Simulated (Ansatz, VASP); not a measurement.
# SrBr3: VASP beside Ansatz

```
Sr Br
1.0
     0.00000    3.92790    3.92790
     3.92790    0.00000    3.92790
     3.92790    3.92790    0.00000
Sr Br
1 3
Direct
  0.00000 0.00000 0.00000
  0.25000 0.25000 0.25000
  0.75000 0.75000 0.75000
  0.50000 0.50000 0.50000
```

Change from the starting cell: species swapped into the CaEu3 type (Fm-3m, No. 225).

Alike in both runs: task relaxation of cell and atoms; functional PBE; k mesh 10 × 10 × 10; occupations gaussian, width 0.1 eV; no spin polarisation.

|  | VASP | Ansatz |
| --- | --- | --- |
| version | VASP 6.6.1 | Ansatz 0.2.0 |
| potentials or method | VASP PAW PBE potentials, release 64 (Sr_sv, Br), cutoff 600 eV | scalar-relativistic, plane waves, PAW |
| valence electrons in the cell | 31 | 31 |

```csv
,VASP,Ansatz,Ansatz less VASP
"gap on the k mesh at the Fermi level, each at its own relaxed structure (eV)",none,none,-
relaxed volume (Å³/atom),30.03,29.98,-0.057
relaxed cell length with the largest relative difference (Å),5.539,5.535,-0.0035
```

A gap of «none» marks a metal or a gap that the smearing closes.
